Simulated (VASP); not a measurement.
# Al16CN15 (a cell with a defect) in VASP: further runs, part 2 of 2

VASP 6.6.1. Earlier steps stand in the parts before.

### Step 3. Single point, PBE

INCAR reads:

```
SYSTEM = Al16CN15
ALGO = Normal ; EDIFF = 1E-6
ENCUT = 520 ; GGA = PE
GGA_COMPAT = .FALSE. ; ISIF = 2
ISMEAR = 0 ; ISYM = -1
LASPH = .TRUE. ; LCHARG = .TRUE.
LELF = .TRUE. ; LREAL = Auto
LVHAR = .TRUE. ; LWAVE = .FALSE.
NBANDS = 86 ; NELECT = 126.0
NELM = 120 ; PREC = Accurate
SIGMA = 0.01
```

KPOINTS reads:

```
explicit points
1
Reciprocal
  0.25000000   0.25000000   0.25000000 1
```

POSCAR reads:

```
Al16CN15
1.0
    6.2595139326      0.0000000578      0.0000000000
   -3.1297570163      5.4208980521      0.0000000000
    0.0000000000      0.0000000000     10.0348065068
Al N C
16 15 1
Direct
    0.3324607873      0.1648601114      0.2518829417
    0.1671754685      0.3339863365      0.5006513523
    0.3338827658      0.1700991309      0.7500726683
    0.1678799319      0.3325600827      1.0012097469
    0.3345091158      0.6615182322      0.2526965447
    0.1813708639      0.8422505280      0.5002379111
    0.3324377671      0.6645124050      0.7507599008
    0.1692880535      0.8339466363      0.9978448822
    0.8375340884      0.1641965012      0.2521244032
    0.6587906947      0.3193964357      0.4968206992
    0.8383290208      0.1688078464      0.7500286456
    0.6656531446      0.3297078395      0.9985506229
    0.8350415506      0.6581944202      0.2337380252
    0.6588636587      0.8404422405      0.5024296108
    0.8364082992      0.6693715212      0.7499733457
    0.6673453287      0.8317568974      0.9982910672
    0.3313281261      0.1685517428      0.4399977456
    0.1692674506      0.3300753398      0.1906435351
    0.3329325995      0.1678737506      0.9397338114
    0.1692114214      0.3335097086      0.6904433200
    0.3320987629      0.6680080763      0.4405934551
    0.1715886922      0.8295958284      0.1911401901
    0.3338887099      0.6670183050      0.9411446581
    0.1715867940      0.8351607949      0.6914920074
    0.8328959652      0.1677091741      0.4402307921
    0.6658649828      0.3234591586      0.1901064067
    0.8328629141      0.1666296574      0.9408953259
    0.6715612045      0.3356578747      0.6900248242
    0.6711117364      0.8290880569      0.1925255076
    0.8334685268      0.6662074304      0.9416199865
    0.6683379045      0.8333086840      0.6934349476
    0.8327488507      0.6707677454      0.4566680010
```

Potentials or basis: VASP PAW PBE potentials, release 64 (Al, N, C).

Launch:

```
$ cat potpaw_PBE.64/Al/POTCAR potpaw_PBE.64/N/POTCAR potpaw_PBE.64/C/POTCAR > POTCAR
$ mpirun -np 1 vasp_std > vasp.out
```

It took 88 s on 1 thread of Intel Xeon Platinum 8259CL at 2.50GHz (Skylake/Cascade Lake), shared host; peak memory 0.41 GiB.

The run converged. Its results:

- Free energy: -243.2552 eV
- Largest force: 0.031 eV/Å

Forces in eV/Å, atoms in the order of the input:
```
Al   0.001 -0.001  0.008
Al  -0.003  0.007 -0.002
Al  -0.001  0.000  0.009
Al   0.005 -0.004 -0.005
Al   0.005  0.001  0.011
Al   0.023  0.021  0.000
Al   0.004 -0.006  0.005
Al  -0.001  0.002 -0.005
Al   0.001 -0.001  0.009
Al  -0.006 -0.017  0.008
Al   0.002  0.005  0.011
Al  -0.004  0.002 -0.009
Al  -0.008  0.012 -0.017
Al  -0.009  0.007 -0.006
Al   0.000 -0.003  0.010
Al   0.007 -0.005  0.005
N    0.006 -0.003 -0.006
N    0.000 -0.001 -0.003
N   -0.002  0.001 -0.003
N   -0.001  0.002 -0.007
N    0.008  0.001 -0.006
N    0.002  0.001  0.011
N   -0.001  0.002 -0.007
N   -0.002  0.000 -0.001
N    0.001 -0.009 -0.006
N   -0.002 -0.004  0.016
N   -0.001  0.001 -0.004
N   -0.003 -0.006 -0.001
N   -0.005  0.001  0.000
N   -0.002  0.000  0.001
N    0.001 -0.002 -0.007
C   -0.013 -0.003 -0.007
```

Levels at points of the mesh, in eV from the Fermi level:
| k point | band 60 | band 61 | band 62 | band 63 | band 64 | band 65 | band 66 | band 67 |
| --- | --- | --- | --- | --- | --- | --- | --- | --- |
| (0.25, 0.25, 0.25) | -0.83 | -0.62 | -0.40 | -0.05 | 0.14 | 5.41 | 5.85 | 6.06 |

Caveat: the cell carries a net charge on a neutralising background, which shifts energy and pressure; the cell is charged against a uniform background, so pressure and absolute levels hang on convention.

### Step 4. Relaxation of the atoms, PBE, collinear spin

INCAR reads:

```
ALGO = Normal ; EDIFF = 1E-7
EDIFFG = -0.03 ; ENCUT = 520
GGA = PE ; GGA_COMPAT = F
IBRION = 2 ; ISIF = 2
ISMEAR = 0 ; ISPIN = 2
ISYM = -1 ; LASPH = T
LCHARG = F ; LORBIT = 11
LREAL = Auto ; LWAVE = F
MAGMOM = 0 0 0 0 0 0.01 0 0 0 0.01 0 0 0.01 0.02 0 0 0 0 0.01 0 0.08 0.07 0.03 0.05 0.08 0.05 0.03 0.07 0.07 0 0.08 0.77 ; NELECT = 126.0
NELM = 200 ; NELMIN = 4
NSW = 100 ; NUPDOWN = 2.0
PREC = Accurate ; SIGMA = 0.01
```

KPOINTS is that of step 3.

POSCAR reads:

```
Al16CN15
1.0
    6.2595139300      0.0000000600      0.0000000000
   -3.1297570200      5.4208980500      0.0000000000
    0.0000000000      0.0000000000     10.0348065100
Al N C
16 15 1
Direct
    0.3333333300      0.1666666700      0.2496176900
    0.1666666700      0.3333333300      0.4996176900
    0.3333333300      0.1666666700      0.7496176900
    0.1666666700      0.3333333300      0.9996176900
    0.3333333300      0.6666666700      0.2496176900
    0.1666666700      0.8333333300      0.4996176900
    0.3333333300      0.6666666700      0.7496176900
    0.1666666700      0.8333333300      0.9996176900
    0.8333333300      0.1666666700      0.2496176900
    0.6666666700      0.3333333300      0.4996176900
    0.8333333300      0.1666666700      0.7496176900
    0.6666666700      0.3333333300      0.9996176900
    0.8333333300      0.6666666700      0.2496176900
    0.6666666700      0.8333333300      0.4996176900
    0.8333333300      0.6666666700      0.7496176900
    0.6666666700      0.8333333300      0.9996176900
    0.3333333300      0.1666666700      0.4403823100
    0.1666666700      0.3333333300      0.1903823100
    0.3333333300      0.1666666700      0.9403823100
    0.1666666700      0.3333333300      0.6903823100
    0.3333333300      0.6666666700      0.4403823100
    0.1666666700      0.8333333300      0.1903823100
    0.3333333300      0.6666666700      0.9403823100
    0.1666666700      0.8333333300      0.6903823100
    0.8333333300      0.1666666700      0.4403823100
    0.6666666700      0.3333333300      0.1903823100
    0.8333333300      0.1666666700      0.9403823100
    0.6666666700      0.3333333300      0.6903823100
    0.6666666700      0.8333333300      0.1903823100
    0.8333333300      0.6666666700      0.9403823100
    0.6666666700      0.8333333300      0.6903823100
    0.8333333300      0.6666666700      0.4403823100
```

Launch:

```
$ cat potpaw_PBE.64/Al/POTCAR potpaw_PBE.64/N/POTCAR potpaw_PBE.64/C/POTCAR > POTCAR
$ mpirun -np 1 vasp_std > vasp.out
```

Wall time 25 min (1 thread of Intel Xeon Platinum 8259CL at 2.50GHz (Skylake/Cascade Lake), shared host); peak memory 0.6 GiB.

Results (log left out):

```yaml
Free_energy: -243.5710 eV
Energy_gained_by_relaxing: 16.4 meV/atom
Ionic_steps: 12
Largest_force_after_relaxing: 0.022 eV/Å
Net_moment: 2.00 μB per cell
Site_moments: Al -0.00, +0.00, +0.01, +0.02, +0.04 (each value once); N +0.00, +0.01, +0.07, +0.06, +0.02, +0.04 (each value once); C +0.58 μB
Valence_electrons_inside_the_program's_atomic_spheres: Al 0.79, 0.80, 0.83, 0.81 (each value once); N 3.86, 3.84, 3.83, 3.82 (each value once); C 2.38
```

Forces in eV/Å, atoms in the order of the input:
```
Al  -0.009  0.004  0.009
Al  -0.008  0.005 -0.011
Al  -0.002  0.004 -0.010
Al   0.005  0.000  0.000
Al  -0.002 -0.010  0.012
Al  -0.010 -0.001 -0.003
Al  -0.002  0.001 -0.008
Al   0.011  0.002  0.002
Al   0.004 -0.001  0.011
Al   0.002  0.015 -0.009
Al   0.005  0.004 -0.007
Al   0.004 -0.014 -0.001
Al  -0.001 -0.011  0.003
Al  -0.014  0.009 -0.015
Al   0.006  0.000  0.005
Al   0.007 -0.010  0.004
N   -0.011  0.008  0.002
N    0.005 -0.004  0.004
N   -0.004  0.002 -0.008
N    0.003 -0.001 -0.010
N   -0.007  0.009  0.004
N    0.011  0.004  0.017
N    0.005  0.000 -0.004
N    0.007  0.004 -0.020
N   -0.011  0.007  0.010
N   -0.001 -0.012  0.017
N    0.000 -0.001 -0.009
N   -0.001 -0.008 -0.020
N    0.010 -0.011  0.017
N    0.005 -0.004  0.021
N    0.004  0.005 -0.006
C   -0.010  0.008  0.003
```

The path:
```
step  energy change (eV)  largest force (eV/Å)  pressure (GPa)
   1              0.0000                2.0969           -2.83
   2             -0.4613                0.4150           -2.78
   3             -0.4622                0.4521           -2.80
   4             -0.5060                0.2002           -2.79
   5             -0.5061                0.2218           -2.78
   6             -0.5170                0.1278           -2.78
   7             -0.5172                0.1390           -2.77
   8             -0.5221                0.0974           -2.77
   9             -0.5224                0.0875           -2.77
  10             -0.5244                0.0507           -2.79
  11             -0.5244                0.0491           -2.79
  12             -0.5251                0.0224           -2.79
```

Final structure:
```
Al N C
1.0
     6.25951    0.00000    0.00000
    -3.12976    5.42090    0.00000
     0.00000    0.00000   10.03481
Al N C
16 15 1
Direct
  0.33252 0.16696 0.24975
  0.16582 0.33451 0.50112
  0.33254 0.16812 0.75230
  0.16667 0.33350 0.00109
  0.33329 0.66517 0.24952
  0.18152 0.84853 0.50338
  0.33162 0.66342 0.75156
  0.16811 0.83464 0.99759
  0.83490 0.16711 0.24927
  0.65194 0.31800 0.50239
  0.83694 0.16756 0.75151
  0.66517 0.33124 0.99797
  0.83384 0.66349 0.23390
  0.65754 0.84270 0.50470
  0.83529 0.66565 0.75064
  0.66640 0.83352 0.99820
  0.32999 0.17014 0.43900
  0.16793 0.33232 0.19067
  0.33147 0.16857 0.94048
  0.16812 0.33207 0.68995
  0.33112 0.66905 0.43978
  0.17111 0.83279 0.18893
  0.33259 0.66753 0.94043
  0.17095 0.83396 0.69179
  0.83140 0.16873 0.43960
  0.66542 0.32736 0.18849
  0.83265 0.16770 0.94042
  0.66779 0.33032 0.69141
  0.66830 0.83276 0.19033
  0.83221 0.66743 0.94071
  0.66834 0.83070 0.69117
  0.83648 0.66446 0.44195
```

Caveat: the cell carries a net charge on a neutralising background, which shifts energy and pressure; the cell is charged against a uniform background, so pressure and absolute levels hang on convention; the total moment is fixed, so each spin has its own Fermi level.
